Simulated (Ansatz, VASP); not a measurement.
# One calculation of CaSe, two programs

Contents of INCAR:

```
ALGO = Normal
EDIFF = 1E-6
ENCUT = 520
GGA = PS
ISIF = 2
ISMEAR = 0
LASPH = T
LCHARG = T
LELF = T
LREAL = F
LVHAR = T
LWAVE = F
NBANDS = 15
NELM = 100
PREC = Accurate
SIGMA = 0.05
```

KPOINTS

```
k-points
0
Gamma
  10 10 10
```

The input POSCAR:

```
CaSe
1.0
    0.0000000000      3.3181648501      2.3459425490
    3.3181648501      0.0000000000      2.3459425490
    3.3181648501      3.3181648501      0.0000000000
Ca Se
1 1
Direct
    0.0000000000      0.0000000000      0.0000000000
    0.5000000000      0.5000000000      0.5000000000
```

Input for Ansatz:

```yaml
crystal:
  lattice:
    - [0.0, 3.3181648501, 2.345942549]
    - [3.3181648501, 0.0, 2.345942549]
    - [3.3181648501, 3.3181648501, 0.0]
  atoms:
    - { symbol: Ca, position: [0.0, 0.0, 0.0] }
    - { symbol: Se, position: [0.5, 0.5, 0.5] }
basis:
  ecutwfc: 420
kpoints:
  mp_grid: { grid: [10, 10, 10] }
hamiltonian:
  xc: pbesol
scf:
  occupations: { method: gaussian, width: 0.05 }
output:
  forces: true
  stress: true
  eigenvalues: true
```

Alike in both runs: task single point; functional PBEsol; k mesh 10 × 10 × 10; occupations gaussian, width 0.05 eV; no spin polarisation.

|  | VASP | Ansatz |
| --- | --- | --- |
| version | VASP 6.6.1 | Ansatz 0.2.0 |
| potentials or method | VASP PAW PBE potentials, release 64 (Ca_sv, Se), cutoff 520 eV | scalar-relativistic, plane waves, PAW |
| valence electrons in the cell | 16 | 26 |

Ansatz gave:

```
gap on the k mesh at the Fermi level (eV)                     : 0.68
least direct gap on the mesh (eV)                             : 0.68
pressure (GPa)                                                : 18.8
traceless stress, the component that is largest in VASP (GPa) : 49.67
```

Estimate VASP's values.

gap on the k mesh at the Fermi level (eV): 0.65; least direct gap on the mesh (eV): 0.65; pressure (GPa): 19.1; traceless stress, the component that is largest in VASP (GPa): 50.31.

VASP's potentials were made for PBE, not for PBEsol. VASP's potentials hold 16 valence electrons a cell and Ansatz's 26, so a difference there can come from the potentials and not from the codes.
